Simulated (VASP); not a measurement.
In3Sb:

```
CELL_PARAMETERS angstrom
4.83696 0.00000 0.00000
0.00000 4.83696 0.00000
0.00000 0.00000 4.83696
ATOMIC_POSITIONS crystal
In 0.50000 0.50000 0.00000
In 0.50000 0.00000 0.50000
In 0.00000 0.50000 0.50000
Sb 0.00000 0.00000 0.00000
```

| Quantity | Value |
| --- | --- |
| Program | VASP 6.6.1 |
| Task | relaxation of cell and atoms |
| Functional | PBEsol |
| Potentials or basis | VASP PAW PBE potentials, release 64 (In_d, Sb) |
| Cutoff | 600 eV |
| k mesh | 10 × 10 × 10 |
| Occupations | gaussian, width 0.1 eV |
| Spin | no spin polarisation |

At the start: pressure -2.6 GPa; volume 28.29 Å³/atom.

Q: How do energy, volume and symmetry change on relaxing?

A: Over 3 steps the energy falls by 17.3 meV/atom and the volume is 26.40 Å³/atom (-6.7 %); space group Pm-3m (No. 221, to 0.1 Å) before and after.

The path:
| step | energy change (eV) | largest force (eV/Å) | pressure (GPa) | volume (Å³) |
| --- | --- | --- | --- | --- |
| 1 | 0.0000 | 0.0000 | -2.59 | 113.17 |
| 2 | -0.0689 | 0.0000 | -0.12 | 105.85 |
| 3 | -0.0690 | 0.0000 | -0.04 | 105.60 |

Final structure:
```cif
data_structure
_symmetry_space_group_name_H-M 'P 1'
_symmetry_Int_Tables_number 1
_cell_length_a 4.7267
_cell_length_b 4.7267
_cell_length_c 4.7267
_cell_angle_alpha 90.000
_cell_angle_beta 90.000
_cell_angle_gamma 90.000
_cell_volume 105.60
loop_
_atom_site_label
_atom_site_type_symbol
_atom_site_fract_x
_atom_site_fract_y
_atom_site_fract_z
_atom_site_occupancy
In1 In 0.50000 0.50000 0.00000 1
In2 In 0.50000 0.00000 0.50000 1
In3 In 0.00000 0.50000 0.50000 1
Sb1 Sb 0.00000 0.00000 0.00000 1
```

Caveat: the PAW data sets were made with another functional, which shifts forces and pressure a little.
